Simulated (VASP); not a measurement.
# Mo (Immm) in VASP: single point with LDA

Aim: the single point of Mo with LDA.

All numbers are computed with VASP 6.6.1; they aren't measurements. Logs are shortened: lines on timing, memory, paths and dates and some standing lists are left out, and cuts for length are marked.

## Step 1: The cell of the first run

It takes space group Immm (No. 71, orthorhombic). Conventional cell: a = 2.842 Å, b = 3.153 Å, c = 3.339 Å, α = 90.00°, β = 90.00°, γ = 90.00°. Mo (site symmetry mmm) has 14 Mo at 2.70 to 3.34 Å within 3.6 Å.

## Step 2: Single point, LDA

INCAR reads:

```
SYSTEM = Mo
  PREC = Accurate
  ENCUT = 520
  EDIFF = 1E-7
  ISMEAR = 0
  SIGMA = 0.15
  LREAL = .False.
  LASPH = .True.
  NELM = 100
  ALGO = Fast
  ISIF = 2
  LWAVE = .False.
  LCHARG = .True.
  GGA = CA
  LELF = .True.
  LVHAR = .True.
  NBANDS = 13
```

KPOINTS reads:

```
Automatic mesh
0
Gamma
  20 20 20
  0 0 0
```

POSCAR reads:

```
Mo
1.0
   -1.4208838922      1.5764522824      1.6697155323
    1.4208838922     -1.5764522824      1.6697155323
    1.4208838922      1.5764522824     -1.6697155323
Mo
1
Direct
    0.0000000000      0.0000000000      0.0000000000
```

Potentials or basis: VASP PAW LDA potentials, release 64 (Mo_sv).

Command:

```sh
$ cat potpaw_LDA.64/Mo_sv/POTCAR > POTCAR
$ mpirun -np 1 vasp_std > vasp.out
```

OUTCAR:

```text
SYSTEM = Mo
   PREC = Accurate
   ENCUT = 520
   EDIFF = 1E-7
   ISMEAR = 0
   LREAL = .False.
   LASPH = .True.
   NELM = 100
   ISIF = 2
   GGA = CA

 ion  position               nearest neighbor table
   1  0.000  0.000  0.000-

  LATTYP: Found a body centered orthorhombic cell.
 ALAT       =     2.8417677844
 B/A-ratio  =     1.1094870531
 C/A-ratio  =     1.1751245415

  Lattice vectors:

 A1 = (  -1.4208838922,   1.5764522824,   1.6697155323)
 A2 = (   1.4208838922,  -1.5764522824,   1.6697155323)
 A3 = (   1.4208838922,   1.5764522824,  -1.6697155323)

Analysis of symmetry for initial positions (statically):
=====================================================================
 Subroutine PRICEL returns:
 Original cell was already a primitive cell.

 Routine SETGRP: Setting up the symmetry group for a
 body centered orthorhombic supercell.

 Subroutine GETGRP returns: Found  8 space group operations
 (whereof  8 operations were pure point group operations)
 out of a pool of  8 trial point group operations.

The static configuration has the point symmetry D_2h.

Analysis of symmetry for dynamics (positions and initial velocities):
=====================================================================
 Subroutine PRICEL returns:
 Original cell was already a primitive cell.

 Routine SETGRP: Setting up the symmetry group for a
 body centered orthorhombic supercell.

 Subroutine GETGRP returns: Found  8 space group operations
 (whereof  8 operations were pure point group operations)
 out of a pool of  8 trial point group operations.

The dynamic configuration has the point symmetry D_2h.

 Subroutine INISYM returns: Found  8 space group operations
 (whereof  8 operations are pure point group operations),
 and found     1 'primitive' translations

----------------------------------------------------------------------------------------

                                     Primitive cell

  volume of cell :      14.9604

  direct lattice vectors                    reciprocal lattice vectors
    -1.420883892  1.576452282  1.669715532     0.000000000  0.317167862  0.299452206
     1.420883892 -1.576452282  1.669715532     0.351893637  0.000000000  0.299452206
     1.420883892  1.576452282 -1.669715532     0.351893637  0.317167862  0.000000000

  length of vectors
     2.700381972  2.700381972  2.700381972     0.436196145  0.462061419  0.473734719

  position of ions in fractional coordinates (direct lattice)
     0.000000000  0.000000000  0.000000000

  ion indices of the primitive-cell ions
   primitive index   ion index
                 1           1

[... 76 lines left out ...]
   NFREE  =      0    steps in history (QN), initial steepest desc. (CG)
   ISIF   =      2    stress and relaxation
   ISYM   =      2    0-nonsym 1-usesym 2-fastsym
   POTIM  = 0.5000    time-step for ionic-motion
   TEBEG  =    0.0;   TEEND  =   0.0 temperature during run
   PSTRESS=    0.0 pullay stress
   NELECT =      14.0000    total number of electrons
   NUPDOWN=      -1.0000    fix difference up-down
   EMIN   =  10.00;   EMAX   =-10.00  energy-range for DOS
   EFERMI =   0.00;   METHOD = LEGACY
   ISMEAR =     0;   SIGMA  =   0.15  broadening in eV -4-tet -1-fermi 0-gaus
   EFERMI_NEDOS =   21; number of points for ismear=-14 and -15
   IALGO  =     68    algorithm
   IMIX   =      4    mixing-type and parameters
     AMIX     =   0.40;   BMIX     =  1.00
     AMIX_MAG =   1.60;   BMIX_MAG =  1.00
  volume/ion in A,a.u.               =      14.96       100.96
  Fermi-wavevector in a.u.,A,eV,Ry     =   1.601291  3.026001 34.887137  2.564132
  Thomas-Fermi vector in A             =   2.698292
   LORBIT       =      0    0 simple, 1 ext, 2 COOP (PROOUT), +10 PAW based schemes
   GGA     = CA    functional components
   LHFCALC =     F    Hartree Fock is set to
   AEXX    =    0.0000 exact exchange contribution
   IVDW    =     0    specifies the selected vdW correction
   LEPSILON=     F    determine dielectric tensor
   LRPA    =     F    only Hartree local field effects (RPA)
 non-spin polarized calculation
 RMM-DIIS sequential band-by-band and
 Gauss-broadening in eV      SIGMA  =   0.15
  energy-cutoff  :      520.00
  volume of cell :       14.96
 maximum number of plane-waves:       422
   NGX = 11   NGY = 11   NGZ = 11

 number of electron      13.9999998 magnetization

 Free energy of the ion-electron system (eV)
  ---------------------------------------------------
  ext. energy  EPLUGINS =         0.00000000
  ---------------------------------------------------
  free energy    TOTEN  =       -11.94262968 eV

  energy without entropy =      -11.93286022  energy(sigma->0) =      -11.93774495

 E-fermi :  13.1187     XC(G=0): -13.8419

 val. band max:       13.1179831948   @ k =  -0.3500  -0.1500   0.1000
 cond. band min:      13.1190996065   @ k =  -0.1000  -0.1000   0.1000
 fundamental gap:      0.0011164117
 Fermi energy:        13.1187477488

 k-point     1 :       0.0000    0.0000    0.0000
  band No.  band energies     occupation
      1     -47.7212      2.00000
      2     -21.1026      2.00000
      3     -21.0775      2.00000
      4     -20.9668      2.00000
      5       5.8342      2.00000
      6      10.7844      2.00000
      7      12.2380      2.00000
      8      12.7914      1.99797
      9      13.5633      0.00003
     10      15.8058      0.00000
     11      26.9346      0.00000
     12      27.9203      0.00000
     13      30.1877      0.00000
[... 354 lines left out ...]
  band No.  band energies     occupation
      1     -47.4690      2.00000
      2     -22.4892      2.00000
      3     -21.3181      2.00000
      4     -21.0558      2.00000
      5       7.9937      2.00000
      6      11.0737      2.00000
      7      12.5009      2.00000
      8      13.5778      0.00002
      9      15.2451      0.00000
     10      17.0628      0.00000
     11      25.9438      0.00000
     12      26.5771      0.00000
     13      34.3674      0.00000

 [... further k-points ...]
[... 5 lines left out ...]
  --------------------------------------------------------------------------------------
  -------------------------------------------------------------------------------------
  Total        2.6805140      0.0133318     -1.1336010      0.0000000      0.0000000      0.0000000
  in kB      287.0693053      1.4277642   -121.4028563      0.0000000      0.0000000      0.0000000
  external PRESSURE =      55.6980711 kB  Pullay stress =       0.0000000 kB

 VOLUME and BASIS-vectors are now :
 -----------------------------------------------------------------------------
  energy-cutoff  :      520.00
  volume of cell :       14.96
      direct lattice vectors                 reciprocal lattice vectors
    -1.420883892  1.576452282  1.669715532     0.000000000  0.317167862  0.299452206
     1.420883892 -1.576452282  1.669715532     0.351893637  0.000000000  0.299452206
     1.420883892  1.576452282 -1.669715532     0.351893637  0.317167862  0.000000000

 POSITION                                       TOTAL-FORCE (eV/Angst)
 -----------------------------------------------------------------------------------
      0.00000      0.00000      0.00000        -0.000000     -0.000000      0.000000
 -----------------------------------------------------------------------------------
    total drift:                                0.000000      0.000000      0.000000

  FREE ENERGIE OF THE ION-ELECTRON SYSTEM (eV)
  ---------------------------------------------------
  free  energy   TOTEN  =       -11.9426296840 eV

  energy  without entropy=      -11.9328602178  energy(sigma->0) =      -11.93774495
```

It took 2.6 min on 1 thread of Intel Xeon Platinum 8259CL at 2.50GHz (Skylake/Cascade Lake), shared host; peak memory 0.31 GiB.

Results:

```yaml
Free_energy: -11.9426 eV
Pressure: 5.6 GPa
Band_gap_on_the_k_mesh: zero (bands 7 and 8 overlap by 5.47 eV)
```

Stress tensor (GPa, compression positive):
```
 28.71   0.00   0.00
  0.00   0.14   0.00
  0.00   0.00 -12.14
```

Caveat: the cell differs from its parent crystal (strain +e along x and -e along y -0.0500, strain +e along z and -e/2 along x and y +0.0733); the stress differs along the axes, from -12 to 29 GPa.
